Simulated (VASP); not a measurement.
# K (I4/mmm) in VASP: notebook

Runs on K. Level: PBE. Tasks: single point.

Program: VASP 6.6.1. These are calculated values, not measurements. Logs are shortened: lines on timing, memory, paths and dates and some standing lists are left out, and cuts for length are marked.

**1. The cell of the first run**

The structure is tetragonal, space group I4/mmm (No. 139). Conventional cell: a = 5.384 Å, b = 5.384 Å, c = 4.953 Å, α = 90.00°, β = 90.00°, γ = 90.00°.

**2. Single point, PBE**

Contents of INCAR:

```
  PREC = Accurate
  ENCUT = 520
  EDIFF = 1E-6
  ISMEAR = 0
  SIGMA = 0.15
  LREAL = False
  LASPH = True
  NELM = 100
  ALGO = Fast
  ISIF = 2
  LWAVE = False
  LCHARG = False
  GGA = PE
  NBANDS = 10
```

Contents of KPOINTS:

```
regular mesh
0
Gamma
  14 14 14
```

Contents of POSCAR:

```
K
1.0
   -2.6917849860      2.6917849860      2.4764421872
    2.6917849860     -2.6917849860      2.4764421872
    2.6917849860      2.6917849860     -2.4764421872
K
1
Direct
    0.0000000000      0.0000000000      0.0000000000
```

Potentials or basis: VASP PAW PBE potentials, release 64 (K_sv).

Launch:

```console
$ cat potpaw_PBE.64/K_sv/POTCAR > POTCAR
$ mpirun -np 1 vasp_std > vasp.out
```

OUTCAR:

```text
PREC = Accurate
   ENCUT = 520
   EDIFF = 1E-6
   ISMEAR = 0
   LREAL = False
   LASPH = True
   NELM = 100
   ISIF = 2
   GGA = PE

 ion  position               nearest neighbor table
   1  0.000  0.000  0.000-

  LATTYP: Found a body centered tetragonal cell.
 ALAT       =     5.3835699720
 C/A-ratio  =     0.9200000000

  Lattice vectors:

 A1 = (  -2.6917849860,   2.6917849860,   2.4764421872)
 A2 = (   2.6917849860,  -2.6917849860,   2.4764421872)
 A3 = (   2.6917849860,   2.6917849860,  -2.4764421872)

Analysis of symmetry for initial positions (statically):
=====================================================================
 Subroutine PRICEL returns:
 Original cell was already a primitive cell.

 Routine SETGRP: Setting up the symmetry group for a
 body centered tetragonal supercell.

 Subroutine GETGRP returns: Found 16 space group operations
 (whereof 16 operations were pure point group operations)
 out of a pool of 16 trial point group operations.

The static configuration has the point symmetry D_4h.

Analysis of symmetry for dynamics (positions and initial velocities):
=====================================================================
 Subroutine PRICEL returns:
 Original cell was already a primitive cell.

 Routine SETGRP: Setting up the symmetry group for a
 body centered tetragonal supercell.

 Subroutine GETGRP returns: Found 16 space group operations
 (whereof 16 operations were pure point group operations)
 out of a pool of 16 trial point group operations.

The dynamic configuration has the point symmetry D_4h.

 Subroutine INISYM returns: Found 16 space group operations
 (whereof 16 operations are pure point group operations),
 and found     1 'primitive' translations

----------------------------------------------------------------------------------------

                                     Primitive cell

  volume of cell :      71.7743

  direct lattice vectors                    reciprocal lattice vectors
    -2.691784986  2.691784986  2.476442187     0.000000000  0.185750349  0.201902553
     2.691784986 -2.691784986  2.476442187     0.185750349  0.000000000  0.201902553
     2.691784986  2.691784986 -2.476442187     0.185750349  0.185750349  0.000000000

  length of vectors
     4.541385111  4.541385111  4.541385111     0.274349837  0.274349837  0.262690662

  position of ions in fractional coordinates (direct lattice)
     0.000000000  0.000000000  0.000000000

  ion indices of the primitive-cell ions
   primitive index   ion index
                 1           1

----------------------------------------------------------------------------------------

 KPOINTS: regular mesh

Automatic generation of k-mesh.
 Grid dimensions read from file:
 generate k-points for:   14   14   14

 Generating k-lattice:

  Cartesian coordinates                     Fractional coordinates (reciprocal lattice)
     0.000000000  0.013267882  0.014421611     0.071428571  0.000000000  0.000000000
     0.013267882  0.000000000  0.014421611     0.000000000  0.071428571  0.000000000
     0.013267882  0.013267882  0.000000000     0.000000000  0.000000000  0.071428571

  Length of vectors
     0.019596417  0.019596417  0.018763619

  Shift w.r.t. Gamma in fractional coordinates (k-lattice)
     0.000000000  0.000000000  0.000000000

 Subroutine IBZKPT returns following result:
 ===========================================

 Found    244 irreducible k-points:

 Following reciprocal coordinates:
            Coordinates               Weight
  0.000000  0.000000  0.000000      1.000000
  0.071429  0.000000 -0.000000      8.000000
  0.142857 -0.000000  0.000000      8.000000
  0.214286 -0.000000  0.000000      8.000000
  0.285714 -0.000000  0.000000      8.000000
  0.357143  0.000000  0.000000      8.000000
[... 16 lines left out ...]
  0.214286  0.142857  0.000000     16.000000
  0.285714  0.142857  0.000000     16.000000
 [... further k-points ...]
   k-points           NKPTS =    244   k-points in BZ     NKDIM =    244   number of bands    NBANDS=     10
   number of dos      NEDOS =    301   number of ions     NIONS =      1
   total plane-waves  NPLWV =  46656
   dimension x,y,z NGX =    36 NGY =   36 NGZ =   36
   dimension x,y,z NGXF=    72 NGYF=   72 NGZF=   72
   ions per type =               1
   NGX,Y,Z   is equivalent  to a cutoff of  13.18, 13.18, 13.18 a.u.
   NGXF,Y,Z  is equivalent  to a cutoff of  26.36, 26.36, 26.36 a.u.
 SYSTEM =  unknown system
   PREC   = accura    normal or accurate (medium, high low for compatibility)
   ISTART =      0    job   : 0-new  1-cont  2-samecut
   ICHARG =      2    charge: 1-file 2-atom 10-const
   ISPIN  =      1    spin polarized calculation?
   LNONCOLLINEAR =      F non collinear calculations
   LSORBIT =      F    spin-orbit coupling
   LASPH  =      T    aspherical Exc in radial PAW
   ENCUT  =  520.0 eV  38.22 Ry    6.18 a.u.   8.44  8.44  8.44*2*pi/ulx,y,z
   NELM   =    100;   NELMIN=  2; NELMDL= -5     # of ELM steps
   EDIFF  = 0.1E-05   stopping-criterion for ELM
   LREAL  =      F    real-space projection
   EDIFFG = 0.1E-04   stopping-criterion for IOM
   NSW    =      0    number of steps for IOM
   IBRION =     -1    ionic relax: 0-MD 1-quasi-New 2-CG
   NFREE  =      0    steps in history (QN), initial steepest desc. (CG)
   ISIF   =      2    stress and relaxation
   ISYM   =      2    0-nonsym 1-usesym 2-fastsym
   POTIM  = 0.5000    time-step for ionic-motion
   TEBEG  =    0.0;   TEEND  =   0.0 temperature during run
   PSTRESS=    0.0 pullay stress
   NELECT =       9.0000    total number of electrons
   NUPDOWN=      -1.0000    fix difference up-down
   EMIN   =  10.00;   EMAX   =-10.00  energy-range for DOS
   EFERMI =   0.00;   METHOD = LEGACY
   ISMEAR =     0;   SIGMA  =   0.15  broadening in eV -4-tet -1-fermi 0-gaus
   EFERMI_NEDOS =   21; number of points for ismear=-14 and -15
   IALGO  =     68    algorithm
   IMIX   =      4    mixing-type and parameters
     AMIX     =   0.40;   BMIX     =  1.00
     AMIX_MAG =   1.60;   BMIX_MAG =  1.00
  volume/ion in A,a.u.               =      71.77       484.36
  Fermi-wavevector in a.u.,A,eV,Ry     =   0.819406  1.548454  9.135317  0.671427
  Thomas-Fermi vector in A             =   1.930206
   LORBIT       =      0    0 simple, 1 ext, 2 COOP (PROOUT), +10 PAW based schemes
   GGA     = PE    functional components
   LHFCALC =     F    Hartree Fock is set to
   AEXX    =    0.0000 exact exchange contribution
   IVDW    =     0    specifies the selected vdW correction
   LEPSILON=     F    determine dielectric tensor
   LRPA    =     F    only Hartree local field effects (RPA)
 non-spin polarized calculation
 RMM-DIIS sequential band-by-band and
 Gauss-broadening in eV      SIGMA  =   0.15
  energy-cutoff  :      520.00
  volume of cell :       71.77
 maximum number of plane-waves:      1964
 NGX is ok and might be reduce to    36
   NGX = 17   NGY = 17   NGZ = 17

 number of electron       8.9999999 magnetization

 Free energy of the ion-electron system (eV)
  ---------------------------------------------------
  ext. energy  EPLUGINS =         0.00000000
  ---------------------------------------------------
  free energy    TOTEN  =        -1.04992261 eV

  energy without entropy =       -1.04131531  energy(sigma->0) =       -1.04561896

 E-fermi :  -0.0607     XC(G=0):  -5.7104

 val. band max:       -0.0799658414   @ k =   0.5000   0.3571   0.0000
 cond. band min:      -0.0556128220   @ k =  -0.2143  -0.3571   0.2143
 fundamental gap:      0.0243530194
 Fermi energy:        -0.0607133486

 k-point     1 :       0.0000    0.0000    0.0000
  band No.  band energies     occupation
      1     -32.1850      2.00000
      2     -15.6329      2.00000
      3     -15.6324      2.00000
      4     -15.6324      2.00000
      5      -2.2567      2.00000
      6       3.9775      0.00000
      7       4.4198      0.00000
      8       4.4198      0.00000
      9       4.8839      0.00000
     10       5.4526      0.00000

 k-point     2 :       0.0714    0.0000   -0.0000
  band No.  band energies     occupation
      1     -32.1847      2.00000
      2     -15.6364      2.00000
      3     -15.6337      2.00000
      4     -15.6328      2.00000
      5      -2.1898      2.00000
      6       3.9560      0.00000
      7       4.3141      0.00000
      8       4.3933      0.00000
      9       4.8596      0.00000
     10       5.3397      0.00000

 k-point     3 :       0.1429   -0.0000    0.0000
  band No.  band energies     occupation
      1     -32.1841      2.00000
      2     -15.6468      2.00000
      3     -15.6373      2.00000
      4     -15.6332      2.00000
      5      -1.9913      2.00000
      6       3.8163      0.00000
      7       3.9138      0.00000
      8       4.4440      0.00000
      9       4.8831      0.00000
     10       5.1955      0.00000

 k-point     4 :       0.2143   -0.0000    0.0000
  band No.  band energies     occupation
      1     -32.1831      2.00000
      2     -15.6617      2.00000
      3     -15.6424      2.00000
      4     -15.6337      2.00000
      5      -1.6683      2.00000
      6       3.3121      0.00000
      7       3.5718      0.00000
      8       4.6522      0.00000
      9       4.9834      0.00000
     10       5.1356      0.00000
[... 222 lines left out ...]
 k-point    22 :       0.1429    0.1429    0.0000
  band No.  band energies     occupation
      1     -32.1826      2.00000
      2     -15.6694      2.00000
      3     -15.6421      2.00000
      4     -15.6382      2.00000
      5      -1.4576      2.00000
      6       3.1691      0.00000
      7       3.2967      0.00000
      8       4.6568      0.00000
      9       4.8580      0.00000
     10       5.3672      0.00000

 k-point    23 :       0.2143    0.1429    0.0000
  band No.  band energies     occupation
      1     -32.1816      2.00000
      2     -15.6823      2.00000
      3     -15.6484      2.00000
      4     -15.6395      2.00000
      5      -1.0192      2.00000
      6       2.6042      0.00000
      7       3.0215      0.00000
      8       4.8016      0.00000
      9       4.9075      0.00000
     10       5.6132      0.00000

 k-point    24 :       0.2857    0.1429    0.0000
  band No.  band energies     occupation
      1     -32.1808      2.00000
      2     -15.6930      2.00000
      3     -15.6550      2.00000
      4     -15.6401      2.00000
      5      -0.4864      1.99994
      6       1.9814      0.00000
      7       2.8180      0.00000
      8       4.7469      0.00000
      9       5.1431      0.00000
     10       5.8024      0.00000

 [... further k-points ...]

------------------------ aborting loop because EDIFF is reached ----------------------------------------

  FORCE on cell =-STRESS in cart. coord.  units (eV):
  Direction    XX          YY          ZZ          XY          YZ          ZX
  --------------------------------------------------------------------------------------
  -------------------------------------------------------------------------------------
  Total        0.0309102      0.0309102      0.0771426      0.0000000      0.0000000      0.0000000
  in kB        0.6899904      0.6899904      1.7220104      0.0000000      0.0000000      0.0000000
  external PRESSURE =       1.0339971 kB  Pullay stress =       0.0000000 kB

 VOLUME and BASIS-vectors are now :
 -----------------------------------------------------------------------------
  energy-cutoff  :      520.00
  volume of cell :       71.77
      direct lattice vectors                 reciprocal lattice vectors
    -2.691784986  2.691784986  2.476442187     0.000000000  0.185750349  0.201902553
     2.691784986 -2.691784986  2.476442187     0.185750349  0.000000000  0.201902553
     2.691784986  2.691784986 -2.476442187     0.185750349  0.185750349  0.000000000

 POSITION                                       TOTAL-FORCE (eV/Angst)
 -----------------------------------------------------------------------------------
      0.00000      0.00000      0.00000         0.000000     -0.000000     -0.000000
 -----------------------------------------------------------------------------------
    total drift:                               -0.000000      0.000000      0.000000

  FREE ENERGIE OF THE ION-ELECTRON SYSTEM (eV)
  ---------------------------------------------------
  free  energy   TOTEN  =        -1.0499226123 eV

  energy  without entropy=       -1.0413153064  energy(sigma->0) =       -1.04561896
```

Run time: 3.4 min. Hardware: 1 thread of Intel Xeon 8259CL, shared host; peak memory 0.32 GiB.

What came out:

- Free energy: -1.0499 eV
- Pressure: 0.1 GPa
- Band gap on the k mesh: zero (an odd number of electrons rules out a gap without spin polarisation)

**3. Single point, PBE**

Contents of INCAR:

```
SYSTEM = K
PREC = Accurate ; ENCUT = 520
EDIFF = 1E-6 ; ISMEAR = 0
SIGMA = 0.15 ; LREAL = .FALSE.
LASPH = .TRUE. ; NELM = 60
ALGO = Fast ; ISIF = 2
LWAVE = .FALSE. ; LCHARG = .TRUE.
GGA = PE ; LELF = .TRUE.
LVHAR = .TRUE. ; NBANDS = 10
```

Contents of KPOINTS:

```
Automatic mesh
0
G
  14 14 14
  0 0 0
```

Contents of POSCAR:

```
K
1.0
   -2.5361333235      2.5361333235      2.7897466559
    2.5361333235     -2.5361333235      2.7897466559
    2.5361333235      2.5361333235     -2.7897466559
K
1
Direct
    0.0000000000      0.0000000000      0.0000000000
```

Potentials or basis: VASP PAW PBE potentials, release 64 (K_sv).

Launch:

```console
$ cat potpaw_PBE.64/K_sv/POTCAR > POTCAR
$ mpirun -np 1 vasp_std > vasp.out
```

Run time: 3.2 min. Hardware: 1 thread of Intel Xeon 8259CL, shared host; peak memory 0.32 GiB.

It converged, with:

```yaml
Free_energy: -1.0505 eV
Pressure: 0.1 GPa
Band_gap_on_the_k_mesh: zero (an odd number of electrons rules out a gap without spin polarisation)
```

Levels at points of the mesh, in eV from the Fermi level:
| k point | band 1 | band 2 | band 3 | band 4 | band 5 | band 6 | band 7 | band 8 | band 9 | band 10 |
| --- | --- | --- | --- | --- | --- | --- | --- | --- | --- | --- |
| (0.00, 0.00, 0.00) | -32.12 | -15.57 | -15.57 | -15.57 | -2.19 | 4.19 | 4.19 | 4.64 | 4.93 | 5.53 |
| (0.50, 0.00, 0.00) | -32.12 | -15.64 | -15.59 | -15.57 | 0.39 | 0.63 | 3.37 | 4.73 | 5.78 | 6.27 |
| (0.50, 0.50, 0.00) | -32.12 | -15.64 | -15.60 | -15.57 | 0.57 | 0.87 | 2.84 | 5.16 | 5.65 | 6.05 |
| (0.50, 0.50, 0.50) | -32.11 | -15.63 | -15.62 | -15.62 | 1.48 | 1.82 | 2.85 | 3.92 | 3.92 | 5.68 |
